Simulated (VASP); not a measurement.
# Rh: single point with LDA

Rh:

```
Rh
1.0
     0.00000    1.91042    1.91042
     1.91042    0.00000    1.91042
     1.91042    1.91042    0.00000
Rh
1
Cartesian
  0.0000 0.0000 0.0000
```

This cell differs from its parent crystal: volume scaled by 1.02.

```json
{
 "Program": "VASP 6.6.1",
 "Task": "single point",
 "Functional": "LDA",
 "Potentials or basis": "VASP PAW LDA potentials, release 64 (Rh_pv)",
 "Cutoff": "520 eV",
 "k mesh": "12 × 12 × 12",
 "Occupations": "fermi-dirac, width 0.05 eV",
 "Spin": "no spin polarisation"
}
```

```yaml
Pressure: -14.2 GPa
```

Levels at points of the mesh, in eV from the Fermi level:
```tsv
k point	band 5	band 6	band 7	band 8	band 9	band 10
(0.00, 0.00, 0.00)	-3.06	-3.06	-3.06	-0.98	-0.98	15.96
(0.50, 0.00, 0.00)	-3.12	-3.12	0.54	0.54	0.70	8.42
(0.50, 0.50, 0.00)	-5.88	0.53	0.94	0.94	3.18	12.04
```

Wall time 19 s on 1 thread of Intel Xeon 8259CL, with other jobs on the host, peak memory 0.13 GiB.
